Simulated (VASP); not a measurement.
LiF:

```
Li F
1.0
     0.00000    1.98490    2.00138
     1.98490    0.00000    2.00138
     1.98490    1.98490    0.00000
Li F
1 1
Direct
  0.00000 0.00000 0.00000
  0.50000 0.50000 0.50000
```

This cell differs from its parent crystal: epitaxial xy strain -0.5%.

Base run:

```yaml
Program: VASP 6.6.1
Functional: r2SCAN
Potentials_or_basis: VASP PAW PBE potentials, release 64 (Li_sv, F)
Cutoff: 520 eV
k_mesh: 10 × 10 × 10
Occupations: gaussian, width 0.01 eV
Spin: no spin polarisation
```

Its results: band gap on the k mesh 10.60 eV, direct.

The run is repeated on the same cell with these changes: functional from r2SCAN to PBE; occupations from gaussian, width 0.01 eV to fermi-dirac, width 0.02 eV. What comes out?

Band gap on the k mesh 9.40 eV, direct.

A k mesh can miss the band edges.
